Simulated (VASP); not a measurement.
# Co (P6_3/mmc) in VASP: single point with PBE

Aim: the single point of Co with PBE.

All numbers are computed with VASP 6.6.1; they aren't measurements. Logs are shortened: lines on timing, memory, paths and dates and some standing lists are left out, and cuts for length are marked.

### 1 The cell of the first run

The structure is hexagonal, space group P6_3/mmc (No. 194). Conventional cell: a = 2.519 Å, b = 2.519 Å, c = 4.091 Å, α = 90.00°, β = 90.00°, γ = 120.00°. Co (site symmetry -6m2) has 12 Co at 2.51 to 2.52 Å within 3.3 Å.

### 2 Single point, PBE

File INCAR:

```
PREC = Accurate
ENCUT = 600
EDIFF = 1E-6
ISMEAR = -1
SIGMA = 0.1
LREAL = False
LASPH = True
NELM = 120
ALGO = Normal
ISIF = 2
LWAVE = False
LCHARG = False
GGA = PE
NBANDS = 26
ISYM = 0
GGA_COMPAT = False
```

File KPOINTS:

```
Automatic mesh
0
Gamma
  11 6 6
```

File POSCAR:

```
Co
1.0
   -2.5190008700      0.0000000000      0.0000000000
    1.2595004300     -2.1815187500     -4.0910000000
    1.2595004300     -2.1815187500      4.0910000000
Co
4
Direct
    0.6666666700      0.5416666700      0.7916666700
    0.6666666700      0.0416666700      0.2916666700
    0.3333333300      0.9583333300      0.7083333300
    0.3333333300      0.4583333300      0.2083333300
```

Potentials or basis: VASP PAW PBE potentials, release 64 (Co).

Command:

```console
cat potpaw_PBE.64/Co/POTCAR > POTCAR
mpirun -np 1 vasp_std > vasp.out
```

OUTCAR:

```text
PREC = Accurate
   ENCUT = 600
   EDIFF = 1E-6
   ISMEAR = -1
   LREAL = False
   LASPH = True
   NELM = 120
   ISIF = 2
   GGA = PE
   ISYM = 0

 ion  position               nearest neighbor table
   1  0.667  0.542  0.792-   3 2.51   4 2.51   3 2.51   4 2.51   4 2.51   3 2.51   2 2.52   2 2.52
                             2 2.52   2 2.52
   2  0.667  0.042  0.292-   3 2.51   4 2.51   4 2.51   3 2.51   3 2.51   4 2.51   1 2.52   1 2.52
                             1 2.52   1 2.52
   3  0.333  0.958  0.708-   1 2.51   2 2.51   1 2.51   2 2.51   1 2.51   2 2.51   4 2.52   4 2.52
                             4 2.52   4 2.52
   4  0.333  0.458  0.208-   1 2.51   2 2.51   2 2.51   1 2.51   2 2.51   1 2.51   3 2.52   3 2.52
                             3 2.52   3 2.52

IMPORTANT INFORMATION: All symmetrisations will be switched off!
NOSYMM: (Re-)initialisation of all symmetry stuff for point group C_1.

----------------------------------------------------------------------------------------

                                     Primitive cell

  volume of cell :      44.9621

  direct lattice vectors                    reciprocal lattice vectors
    -2.519000870  0.000000000  0.000000000    -0.396982793 -0.229198121  0.000000000
     1.259500430 -2.181518750 -4.091000000     0.000000000 -0.229198122 -0.122219506
     1.259500430 -2.181518750  4.091000000     0.000000000 -0.229198122  0.122219506

  length of vectors
     2.519000870  4.804336207  4.804336207     0.458396244  0.259748699  0.259748699

  position of ions in fractional coordinates (direct lattice)
     0.666666670  0.541666670  0.791666670
     0.666666670  0.041666670  0.291666670
     0.333333330  0.958333330  0.708333330
     0.333333330  0.458333330  0.208333330

  ion indices of the primitive-cell ions
   primitive index   ion index
                 1           1
                 2           2
                 3           3
                 4           4

----------------------------------------------------------------------------------------

 KPOINTS: Automatic mesh

Automatic generation of k-mesh.
 Grid dimensions read from file:
 generate k-points for:   11    6    6

 Generating k-lattice:

  Cartesian coordinates                     Fractional coordinates (reciprocal lattice)
    -0.036089345 -0.020836193  0.000000000     0.090909091  0.000000000  0.000000000
     0.000000000 -0.038199687 -0.020369918     0.000000000  0.166666667  0.000000000
     0.000000000 -0.038199687  0.020369918     0.000000000  0.000000000  0.166666667

  Length of vectors
     0.041672386  0.043291450  0.043291450

  Shift w.r.t. Gamma in fractional coordinates (k-lattice)
     0.000000000  0.000000000  0.000000000

 -----------------------------------------------------------------------------
|                                                                             |
|           W    W    AA    RRRRR   N    N  II  N    N   GGGG   !!!           |
|           W    W   A  A   R    R  NN   N  II  NN   N  G    G  !!!           |
|           W    W  A    A  R    R  N N  N  II  N N  N  G       !!!           |
|           W WW W  AAAAAA  RRRRR   N  N N  II  N  N N  G  GGG   !            |
|           WW  WW  A    A  R   R   N   NN  II  N   NN  G    G                |
|           W    W  A    A  R    R  N    N  II  N    N   GGGG   !!!           |
|                                                                             |
|     Your reciprocal lattice and k-lattice belong to different lattice       |
|     classes:                                                                |
|                                                                             |
|        The reciprocal lattice is face-centered orthorhombic,                |
|        whereas your k-lattice is base-centered monoclinic.                  |
|                                                                             |
|     Results are often still useful ...                                      |
|                                                                             |
 -----------------------------------------------------------------------------

 WARNING: IBZKPT: internal override: KBLOWUP is changed to .FALSE.
      ... skipping the blow-up phase ...

 Subroutine IBZKPT returns following result:
 ===========================================

 Found    200 irreducible k-points:

 Following reciprocal coordinates:
            Coordinates               Weight
  0.000000  0.000000  0.000000      1.000000
  0.090909  0.000000  0.000000      2.000000
  0.181818 -0.000000 -0.000000      2.000000
  0.272727  0.000000  0.000000      2.000000
  0.363636  0.000000  0.000000      2.000000
  0.454545 -0.000000 -0.000000      2.000000
[... 16 lines left out ...]
  0.454545  0.333333 -0.000000      2.000000
 -0.454545  0.333333 -0.000000      2.000000
 [... further k-points ...]
   k-points           NKPTS =    200   k-points in BZ     NKDIM =    200   number of bands    NBANDS=     26
   number of dos      NEDOS =    301   number of ions     NIONS =      4
   total plane-waves  NPLWV =  32000
   dimension x,y,z NGX =    20 NGY =   40 NGZ =   40
   dimension x,y,z NGXF=    40 NGYF=   80 NGZF=   80
   ions per type =               4
   NGX,Y,Z   is equivalent  to a cutoff of  13.20, 13.84, 13.84 a.u.
   NGXF,Y,Z  is equivalent  to a cutoff of  26.40, 27.68, 27.68 a.u.
 SYSTEM =  unknown system
   PREC   = accura    normal or accurate (medium, high low for compatibility)
   ISTART =      0    job   : 0-new  1-cont  2-samecut
   ICHARG =      2    charge: 1-file 2-atom 10-const
   ISPIN  =      1    spin polarized calculation?
   LNONCOLLINEAR =      F non collinear calculations
   LSORBIT =      F    spin-orbit coupling
   LASPH  =      T    aspherical Exc in radial PAW
   ENCUT  =  600.0 eV  44.10 Ry    6.64 a.u.   5.03  9.60  9.60*2*pi/ulx,y,z
   NELM   =    120;   NELMIN=  2; NELMDL= -5     # of ELM steps
   EDIFF  = 0.1E-05   stopping-criterion for ELM
   LREAL  =      F    real-space projection
   EDIFFG = 0.1E-04   stopping-criterion for IOM
   NSW    =      0    number of steps for IOM
   IBRION =     -1    ionic relax: 0-MD 1-quasi-New 2-CG
   NFREE  =      0    steps in history (QN), initial steepest desc. (CG)
   ISIF   =      2    stress and relaxation
   ISYM   =      0    0-nonsym 1-usesym 2-fastsym
   POTIM  = 0.5000    time-step for ionic-motion
   TEBEG  =    0.0;   TEEND  =   0.0 temperature during run
   PSTRESS=    0.0 pullay stress
   NELECT =      36.0000    total number of electrons
   NUPDOWN=      -1.0000    fix difference up-down
   EMIN   =  10.00;   EMAX   =-10.00  energy-range for DOS
   EFERMI =   0.00;   METHOD = LEGACY
   ISMEAR =    -1;   SIGMA  =   0.10  broadening in eV -4-tet -1-fermi 0-gaus
   EFERMI_NEDOS =   21; number of points for ismear=-14 and -15
   IALGO  =     38    algorithm
   IMIX   =      4    mixing-type and parameters
     AMIX     =   0.40;   BMIX     =  1.00
     AMIX_MAG =   1.60;   BMIX_MAG =  1.00
  volume/ion in A,a.u.               =      11.24        75.85
  Fermi-wavevector in a.u.,A,eV,Ry     =   1.520174  2.872713 31.442115  2.310930
  Thomas-Fermi vector in A             =   2.629061
   LORBIT       =      0    0 simple, 1 ext, 2 COOP (PROOUT), +10 PAW based schemes
   GGA     = PE    functional components
   LHFCALC =     F    Hartree Fock is set to
   AEXX    =    0.0000 exact exchange contribution
   IVDW    =     0    specifies the selected vdW correction
   LEPSILON=     F    determine dielectric tensor
   LRPA    =     F    only Hartree local field effects (RPA)
 non-spin polarized calculation
  energy-cutoff  :      600.00
  volume of cell :       44.96
 maximum number of plane-waves:      1522
   NGX = 11   NGY = 19   NGZ = 19

 number of electron      36.0000005 magnetization

 Free energy of the ion-electron system (eV)
  ---------------------------------------------------
  ext. energy  EPLUGINS =         0.00000000
  ---------------------------------------------------
  free energy    TOTEN  =       -27.24745881 eV

  energy without entropy =      -26.84580333  energy(sigma->0) =      -27.04663107

 E-fermi :   9.6254     XC(G=0): -13.2129

 val. band max:        9.6251210335   @ k =   0.2727   0.3333  -0.0000
 cond. band min:       9.6264862672   @ k =   0.0000   0.1667   0.3333
 fundamental gap:      0.0013652337
 Fermi energy:         9.6254036385

 k-point     1 :       0.0000    0.0000    0.0000
  band No.  band energies     occupation
      1       1.0474      2.00000
      2       5.2343      2.00000
      3       5.4370      2.00000
      4       5.4370      2.00000
      5       6.7627      2.00000
      6       6.7627      2.00000
[... 18 lines left out ...]
     25      16.1778      0.00000
     26      17.0979      0.00000

 k-point     2 :       0.0909    0.0000    0.0000
  band No.  band energies     occupation
      1       1.3301      2.00000
      2       5.4126      2.00000
      3       5.5644      2.00000
      4       5.5644      2.00000
      5       6.8439      2.00000
      6       6.8439      2.00000
[... 18 lines left out ...]
     25      16.2189      0.00000
     26      17.5693      0.00000

 k-point     3 :       0.1818   -0.0000   -0.0000
  band No.  band energies     occupation
      1       2.1456      2.00000
      2       5.8428      2.00000
      3       5.8731      2.00000
      4       5.8731      2.00000
      5       7.0291      2.00000
      6       7.0292      2.00000
[... 572 lines left out ...]
 k-point    23 :       0.4545    0.3333   -0.0000
  band No.  band energies     occupation
      1       5.3910      2.00000
      2       5.7374      2.00000
      3       5.9429      2.00000
      4       6.1802      2.00000
      5       6.4997      2.00000
      6       6.6123      2.00000
[... 18 lines left out ...]
     25      18.1924      0.00000
     26      18.2768      0.00000

 k-point    24 :      -0.4545    0.3333   -0.0000
  band No.  band energies     occupation
      1       5.3322      2.00000
      2       5.8973      2.00000
      3       6.2504      2.00000
      4       6.2681      2.00000
      5       6.4040      2.00000
      6       6.6869      2.00000
[... 18 lines left out ...]
     25      17.5771      0.00000
     26      18.2865      0.00000

 [... further k-points ...]

------------------------ aborting loop because EDIFF is reached ----------------------------------------

  FORCE on cell =-STRESS in cart. coord.  units (eV):
  Direction    XX          YY          ZZ          XY          YZ          ZX
  --------------------------------------------------------------------------------------
  -------------------------------------------------------------------------------------
  Total       -4.5615833     -4.5536354     -5.2065688     -0.0119324     -0.0000211      0.0000015
  in kB     -162.5471825   -162.2639683   -185.5305568     -0.4251997     -0.0007513      0.0000545
  external PRESSURE =    -170.1139025 kB  Pullay stress =       0.0000000 kB

 VOLUME and BASIS-vectors are now :
 -----------------------------------------------------------------------------
  energy-cutoff  :      600.00
  volume of cell :       44.96
      direct lattice vectors                 reciprocal lattice vectors
    -2.519000870  0.000000000  0.000000000    -0.396982793 -0.229198121  0.000000000
     1.259500430 -2.181518750 -4.091000000     0.000000000 -0.229198122 -0.122219506
     1.259500430 -2.181518750  4.091000000     0.000000000 -0.229198122  0.122219506

 POSITION                                       TOTAL-FORCE (eV/Angst)
 -----------------------------------------------------------------------------------
     -0.00000     -2.90869      1.02275         0.001306     -0.002750     -0.000011
     -1.25950     -0.72717      1.02275         0.001303     -0.002725      0.000006
      1.25950     -3.63586     -1.02275        -0.001305      0.002739     -0.000003
     -0.00000     -1.45435     -1.02275        -0.001305      0.002736      0.000009
 -----------------------------------------------------------------------------------
    total drift:                                0.000001     -0.000001     -0.000013

  FREE ENERGIE OF THE ION-ELECTRON SYSTEM (eV)
  ---------------------------------------------------
  free  energy   TOTEN  =       -27.2474588095 eV

  energy  without entropy=      -26.8458033254  energy(sigma->0) =      -27.04663107
```

Run time: 3.7 min. Hardware: 1 thread of Oxide Virtual Turin-like, shared host; peak memory 0.3 GiB.

What came out:

* Free energy: -27.2475 eV
* Pressure: -17.0 GPa
* Largest force: 0.003 eV/Å
* Band gap on the k mesh: zero (bands 18 and 19 overlap by 0.79 eV)

Forces on the atoms (eV/Å):
```
Co   0.001 -0.003  0.000
Co   0.001 -0.003  0.000
Co  -0.001  0.003  0.000
Co  -0.001  0.003  0.000
```

Stress tensor (GPa, compression positive):
```
-16.25  -0.04   0.00
 -0.04 -16.23   0.00
  0.00   0.00 -18.55
```

Levels at points of the mesh, in eV from the Fermi level:
```csv
k point,band 15,band 16,band 17,band 18,band 19,band 20,band 21,band 22
"(0.00, 0.00, 0.00)",-0.86,-0.28,-0.28,-0.01,0.11,0.11,0.34,0.34
"(0.00, 0.50, 0.00)",-0.76,-0.76,-0.55,-0.55,-0.49,-0.49,0.14,0.14
"(0.00, 0.00, 0.50)",-0.76,-0.76,-0.55,-0.55,-0.49,-0.49,0.14,0.14
"(0.00, 0.50, 0.50)",-1.31,-0.20,-0.20,-0.20,-0.20,0.25,0.32,0.39
```

Caveat: the cell stands under tension; the run has no spin polarisation, though such a crystal can be magnetic. Spin polarisation is off, so any magnetic state and its effect on volume and gap are missing.
